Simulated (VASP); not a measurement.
# Ta (Fm-3m) in VASP: a series of runs

Ta is run at these levels: PBE; tasks: single point, relaxation of cell and atoms.

All numbers are computed with VASP 6.6.1; they aren't measurements. Logs are shortened: lines on timing, memory, paths and dates and some standing lists are left out, and cuts for length are marked.

## (1) The cell of the first run

The structure is cubic, space group Fm-3m (No. 225). The conventional cell has a = 4.218 Å, b = 4.218 Å, c = 4.218 Å, α = 90.00°, β = 90.00°, γ = 90.00°. Within 3.9 Å of Ta (site symmetry m-3m) lie 12 Ta at 2.98 Å.

## (2) Single point, PBE

INCAR

```
SYSTEM = Ta
  PREC = Accurate
  ENCUT = 520
  EDIFF = 1E-6
  ISMEAR = 0
  SIGMA = 0.05
  LREAL = .False.
  LASPH = .True.
  NELM = 60
  ALGO = Normal
  ISIF = 2
  LWAVE = .False.
  LCHARG = .False.
  GGA = PE
  NBANDS = 12
```

KPOINTS

```
Automatic mesh
0
Gamma
  10 10 10
  0 0 0
```

POSCAR

```
Ta
1.0
    0.0000000000      2.1087783148      2.1087783148
    2.1087783148      0.0000000000      2.1087783148
    2.1087783148      2.1087783148      0.0000000000
Ta
1
Direct
    0.0000000000      0.0000000000      0.0000000000
```

Potentials or basis: VASP PAW PBE potentials, release 64 (Ta_pv).

Started as:

```
$ cat potpaw_PBE.64/Ta_pv/POTCAR > POTCAR
$ mpirun -np 1 vasp_std > vasp.out
```

OUTCAR:

```text
SYSTEM = Ta
   PREC = Accurate
   ENCUT = 520
   EDIFF = 1E-6
   ISMEAR = 0
   LREAL = .False.
   LASPH = .True.
   NELM = 60
   ISIF = 2
   GGA = PE

 ion  position               nearest neighbor table
   1  0.000  0.000  0.000-

  LATTYP: Found a face centered cubic cell.
 ALAT       =     4.2175566296

  Lattice vectors:

 A1 = (   0.0000000000,   2.1087783148,   2.1087783148)
 A2 = (   2.1087783148,   0.0000000000,   2.1087783148)
 A3 = (   2.1087783148,   2.1087783148,   0.0000000000)

Analysis of symmetry for initial positions (statically):
=====================================================================
 Subroutine PRICEL returns:
 Original cell was already a primitive cell.

 Routine SETGRP: Setting up the symmetry group for a
 face centered cubic supercell.

 Subroutine GETGRP returns: Found 48 space group operations
 (whereof 48 operations were pure point group operations)
 out of a pool of 48 trial point group operations.

The static configuration has the point symmetry O_h .

Analysis of symmetry for dynamics (positions and initial velocities):
=====================================================================
 Subroutine PRICEL returns:
 Original cell was already a primitive cell.

 Routine SETGRP: Setting up the symmetry group for a
 face centered cubic supercell.

 Subroutine GETGRP returns: Found 48 space group operations
 (whereof 48 operations were pure point group operations)
 out of a pool of 48 trial point group operations.

The dynamic configuration has the point symmetry O_h .

 Subroutine INISYM returns: Found 48 space group operations
 (whereof 48 operations are pure point group operations),
 and found     1 'primitive' translations

----------------------------------------------------------------------------------------

                                     Primitive cell

  volume of cell :      18.7552

  direct lattice vectors                    reciprocal lattice vectors
     0.000000000  2.108778315  2.108778315    -0.237104107  0.237104107  0.237104107
     2.108778315  0.000000000  2.108778315     0.237104107 -0.237104107  0.237104107
     2.108778315  2.108778315  0.000000000     0.237104107  0.237104107 -0.237104107

  length of vectors
     2.982262893  2.982262893  2.982262893     0.410676361  0.410676361  0.410676361

  position of ions in fractional coordinates (direct lattice)
     0.000000000  0.000000000  0.000000000

  ion indices of the primitive-cell ions
   primitive index   ion index
                 1           1

----------------------------------------------------------------------------------------

 KPOINTS: Automatic mesh

Automatic generation of k-mesh.
 Grid dimensions read from file:
 generate k-points for:   10   10   10

 Generating k-lattice:

  Cartesian coordinates                     Fractional coordinates (reciprocal lattice)
    -0.023710411  0.023710411  0.023710411     0.100000000  0.000000000  0.000000000
     0.023710411 -0.023710411  0.023710411     0.000000000  0.100000000  0.000000000
     0.023710411  0.023710411 -0.023710411     0.000000000  0.000000000  0.100000000

  Length of vectors
     0.041067636  0.041067636  0.041067636

  Shift w.r.t. Gamma in fractional coordinates (k-lattice)
     0.000000000  0.000000000  0.000000000

 Subroutine IBZKPT returns following result:
 ===========================================

 Found     47 irreducible k-points:

 Following reciprocal coordinates:
            Coordinates               Weight
  0.000000  0.000000  0.000000      1.000000
  0.100000  0.000000  0.000000      8.000000
  0.200000  0.000000  0.000000      8.000000
  0.300000  0.000000  0.000000      8.000000
  0.400000  0.000000  0.000000      8.000000
  0.500000  0.000000  0.000000      4.000000
[... 16 lines left out ...]
  0.300000  0.300000  0.000000      6.000000
  0.400000  0.300000  0.000000     24.000000
 [... further k-points ...]
   k-points           NKPTS =     47   k-points in BZ     NKDIM =     47   number of bands    NBANDS=     12
   number of dos      NEDOS =    301   number of ions     NIONS =      1
   total plane-waves  NPLWV =  13824
   dimension x,y,z NGX =    24 NGY =   24 NGZ =   24
   dimension x,y,z NGXF=    48 NGYF=   48 NGZF=   48
   ions per type =               1
   NGX,Y,Z   is equivalent  to a cutoff of  13.38, 13.38, 13.38 a.u.
   NGXF,Y,Z  is equivalent  to a cutoff of  26.76, 26.76, 26.76 a.u.
 SYSTEM =  Ta
   PREC   = accura    normal or accurate (medium, high low for compatibility)
   ISTART =      0    job   : 0-new  1-cont  2-samecut
   ICHARG =      2    charge: 1-file 2-atom 10-const
   ISPIN  =      1    spin polarized calculation?
   LNONCOLLINEAR =      F non collinear calculations
   LSORBIT =      F    spin-orbit coupling
   LASPH  =      T    aspherical Exc in radial PAW
   ENCUT  =  520.0 eV  38.22 Ry    6.18 a.u.   5.55  5.55  5.55*2*pi/ulx,y,z
   NELM   =     60;   NELMIN=  2; NELMDL= -5     # of ELM steps
   EDIFF  = 0.1E-05   stopping-criterion for ELM
   LREAL  =      F    real-space projection
   EDIFFG = 0.1E-04   stopping-criterion for IOM
   NSW    =      0    number of steps for IOM
   IBRION =     -1    ionic relax: 0-MD 1-quasi-New 2-CG
   NFREE  =      0    steps in history (QN), initial steepest desc. (CG)
   ISIF   =      2    stress and relaxation
   ISYM   =      2    0-nonsym 1-usesym 2-fastsym
   POTIM  = 0.5000    time-step for ionic-motion
   TEBEG  =    0.0;   TEEND  =   0.0 temperature during run
   PSTRESS=    0.0 pullay stress
   NELECT =      11.0000    total number of electrons
   NUPDOWN=      -1.0000    fix difference up-down
   EMIN   =  10.00;   EMAX   =-10.00  energy-range for DOS
   EFERMI =   0.00;   METHOD = LEGACY
   ISMEAR =     0;   SIGMA  =   0.05  broadening in eV -4-tet -1-fermi 0-gaus
   EFERMI_NEDOS =   21; number of points for ismear=-14 and -15
   IALGO  =     38    algorithm
   IMIX   =      4    mixing-type and parameters
     AMIX     =   0.40;   BMIX     =  1.00
     AMIX_MAG =   1.60;   BMIX_MAG =  1.00
  volume/ion in A,a.u.               =      18.76       126.57
  Fermi-wavevector in a.u.,A,eV,Ry     =   1.370350  2.589586 25.549820  1.877859
  Thomas-Fermi vector in A             =   2.496144
   LORBIT       =      0    0 simple, 1 ext, 2 COOP (PROOUT), +10 PAW based schemes
   GGA     = PE    functional components
   LHFCALC =     F    Hartree Fock is set to
   AEXX    =    0.0000 exact exchange contribution
   IVDW    =     0    specifies the selected vdW correction
   LEPSILON=     F    determine dielectric tensor
   LRPA    =     F    only Hartree local field effects (RPA)
 non-spin polarized calculation
 Gauss-broadening in eV      SIGMA  =   0.05
  energy-cutoff  :      520.00
  volume of cell :       18.76
 maximum number of plane-waves:       531
 NGX is ok and might be reduce to    24
   NGX = 11   NGY = 11   NGZ = 11

 number of electron      11.0000001 magnetization

 Free energy of the ion-electron system (eV)
  ---------------------------------------------------
  ext. energy  EPLUGINS =         0.00000000
  ---------------------------------------------------
  free energy    TOTEN  =       -11.58019782 eV

  energy without entropy =      -11.57956202  energy(sigma->0) =      -11.57987992

 E-fermi :   5.5658     XC(G=0): -12.4149

 val. band max:        5.5637987763   @ k =   0.4000   0.0000   0.0000
 cond. band min:       5.6245455427   @ k =  -0.4000   0.2000   0.1000
 fundamental gap:      0.0607467664
 Fermi energy:         5.5657936665

 k-point     1 :       0.0000    0.0000    0.0000
  band No.  band energies     occupation
      1     -28.0847      2.00000
      2     -28.0847      2.00000
      3     -28.0847      2.00000
      4      -2.5999      2.00000
      5       5.9815      0.00000
      6       5.9815      0.00000
      7       5.9815      0.00000
      8       8.9858      0.00000
      9       8.9858      0.00000
     10      17.9938      0.00000
     11      19.6803      0.00000
     12      22.8635      0.00000

 k-point     2 :       0.1000    0.0000    0.0000
  band No.  band energies     occupation
      1     -28.1887      2.00000
      2     -28.0979      2.00000
      3     -28.0979      2.00000
      4      -2.2039      2.00000
      5       5.6539      0.01272
      6       6.1612      0.00000
      7       6.1612      0.00000
      8       8.8194      0.00000
      9       8.8194      0.00000
     10      18.7955      0.00000
     11      19.6795      0.00000
     12      21.2745      0.00000

 k-point     3 :       0.2000    0.0000    0.0000
  band No.  band energies     occupation
      1     -28.4536      2.00000
      2     -28.1322      2.00000
      3     -28.1322      2.00000
      4      -1.1513      2.00000
      5       5.0362      2.00000
      6       6.4227      0.00000
      7       6.4227      0.00000
      8       8.7565      0.00000
      9       8.7565      0.00000
     10      18.8683      0.00000
     11      19.6823      0.00000
     12      21.0782      0.00000

 k-point     4 :       0.3000    0.0000    0.0000
  band No.  band energies     occupation
      1     -28.7676      2.00000
      2     -28.1743      2.00000
      3     -28.1743      2.00000
      4       0.0806      2.00000
      5       4.8424      2.00000
      6       6.2400      0.00000
      7       6.2400      0.00000
      8       9.5260      0.00000
      9       9.5260      0.00000
     10      17.2982      0.00000
     11      19.6791      0.00000
     12      21.2675      0.00000

 k-point     5 :       0.4000    0.0000    0.0000
  band No.  band energies     occupation
      1     -29.0118      2.00000
      2     -28.2080      2.00000
      3     -28.2080      2.00000
      4       0.7724      2.00000
      5       5.5638      1.04500
      6       5.8991      0.00000
      7       5.8991      0.00000
      8      10.7143      0.00000
      9      10.7143      0.00000
     10      16.1449      0.00000
     11      18.7017      0.00000
     12      19.6894      0.00000
[... 228 lines left out ...]
      1     -28.8674      2.00000
      2     -28.4687      2.00000
      3     -28.2218      2.00000
      4       1.9328      2.00000
      5       4.4839      2.00000
      6       4.7954      2.00000
      7       6.9887      0.00000
      8       9.0520      0.00000
      9      12.5204      0.00000
     10      17.1497      0.00000
     11      19.6858      0.00000
     12      20.9727      0.00000

 k-point    22 :      -0.2000    0.2000    0.0000
  band No.  band energies     occupation
      1     -28.7175      2.00000
      2     -28.3715      2.00000
      3     -28.1692      2.00000
      4       0.8376      2.00000
      5       4.3288      2.00000
      6       5.5167      1.83485
      7       7.3043      0.00000
      8       7.7672      0.00000
      9      11.3025      0.00000
     10      18.8918      0.00000
     11      19.6908      0.00000
     12      22.2693      0.00000

 k-point    23 :       0.3000    0.3000    0.0000
  band No.  band energies     occupation
      1     -28.7346      2.00000
      2     -28.3273      2.00000
      3     -28.3273      2.00000
      4       0.8648      2.00000
      5       3.1894      2.00000
      6       6.0175      0.00000
      7       8.7725      0.00000
      8       8.7725      0.00000
      9      10.3939      0.00000
     10      19.6761      0.00000
     11      21.5102      0.00000
     12      21.5102      0.00000

 k-point    24 :       0.4000    0.3000    0.0000
  band No.  band energies     occupation
      1     -28.8653      2.00000
      2     -28.4012      2.00000
      3     -28.3681      2.00000
      4       1.4288      2.00000
      5       2.9170      2.00000
      6       5.9336      0.00000
      7       9.0384      0.00000
      8      10.2706      0.00000
      9      11.1648      0.00000
     10      18.4604      0.00000
     11      19.6840      0.00000
     12      20.2567      0.00000

 [... further k-points ...]
[... 5 lines left out ...]
  --------------------------------------------------------------------------------------
  -------------------------------------------------------------------------------------
  Total        0.0034800      0.0034800      0.0034800      0.0000000      0.0000000      0.0000000
  in kB        0.2972803      0.2972803      0.2972803      0.0000000      0.0000000      0.0000000
  external PRESSURE =       0.2972803 kB  Pullay stress =       0.0000000 kB

 VOLUME and BASIS-vectors are now :
 -----------------------------------------------------------------------------
  energy-cutoff  :      520.00
  volume of cell :       18.76
      direct lattice vectors                 reciprocal lattice vectors
     0.000000000  2.108778315  2.108778315    -0.237104107  0.237104107  0.237104107
     2.108778315  0.000000000  2.108778315     0.237104107 -0.237104107  0.237104107
     2.108778315  2.108778315  0.000000000     0.237104107  0.237104107 -0.237104107

 POSITION                                       TOTAL-FORCE (eV/Angst)
 -----------------------------------------------------------------------------------
      0.00000      0.00000      0.00000         0.000000      0.000000      0.000000
 -----------------------------------------------------------------------------------
    total drift:                               -0.000000      0.000000     -0.000000

  FREE ENERGIE OF THE ION-ELECTRON SYSTEM (eV)
  ---------------------------------------------------
  free  energy   TOTEN  =       -11.5801978201 eV

  energy  without entropy=      -11.5795620181  energy(sigma->0) =      -11.57987992
```

It took 14 s on 1 thread of Intel Xeon Platinum 8259CL at 2.50GHz (Skylake/Cascade Lake), shared host; peak memory 0.14 GiB.

What came out:

```yaml
Free_energy: -11.5802 eV
Pressure: 0.0 GPa
```

Levels at points of the mesh, in eV from the Fermi level:
```tsv
k point	band 3	band 4	band 5	band 6	band 7	band 8
(0.00, 0.00, 0.00)	-33.65	-8.17	0.42	0.42	0.42	3.42
(0.50, 0.00, 0.00)	-33.79	-4.65	0.19	0.19	0.65	5.75
(0.50, 0.50, 0.00)	-34.02	-4.42	-3.38	2.86	5.74	6.44
```

Caveat: spin-orbit coupling is left out, which moves the levels of the heavy elements.

## (3) Relaxation of cell and atoms, PBE

INCAR

```
SYSTEM = Ta
PREC = Accurate ; ENCUT = 600
EDIFF = 1E-6 ; ISMEAR = 0
SIGMA = 0.05 ; LREAL = .False.
LASPH = .True. ; NELM = 80
ALGO = Normal ; ISIF = 3
LWAVE = .False. ; LCHARG = .False.
GGA = PE ; IBRION = 2
NSW = 80 ; EDIFFG = -0.03
```

KPOINTS

```
regular mesh
0
Gamma
  10 10 10
  0 0 0
```

POSCAR is that of step 2.

Potentials or basis: VASP PAW PBE potentials, release 64 (Ta_pv).

Started as:

```
$ cat potpaw_PBE.64/Ta_pv/POTCAR > POTCAR
$ mpirun -np 1 vasp_std > vasp.out
```

It took 13 s on 1 thread of Intel Xeon Platinum 8259CL at 2.50GHz (Skylake/Cascade Lake), shared host; peak memory 0.14 GiB.

It converged, with:

```
Free energy             : -11.5804 eV
Pressure after relaxing : 0.1 GPa
```

Final structure:
```
Ta
1.0
     0.00000    2.10878    2.10878
     2.10878    0.00000    2.10878
     2.10878    2.10878    0.00000
Ta
1
Direct
  0.00000 0.00000 0.00000
```

Levels at points of the mesh, in eV from the Fermi level:
| k point | band 3 | band 4 | band 5 | band 6 | band 7 | band 8 |
| --- | --- | --- | --- | --- | --- | --- |
| (0.00, 0.00, 0.00) | -33.65 | -8.17 | 0.42 | 0.42 | 0.42 | 3.42 |
| (0.50, 0.00, 0.00) | -33.79 | -4.65 | 0.19 | 0.19 | 0.65 | 5.75 |
| (0.50, 0.50, 0.00) | -34.02 | -4.42 | -3.38 | 2.86 | 5.74 | 6.44 |

Caveat: the relaxation stopped at its first step, so nothing moved; spin-orbit coupling is left out, which moves the levels of the heavy elements.
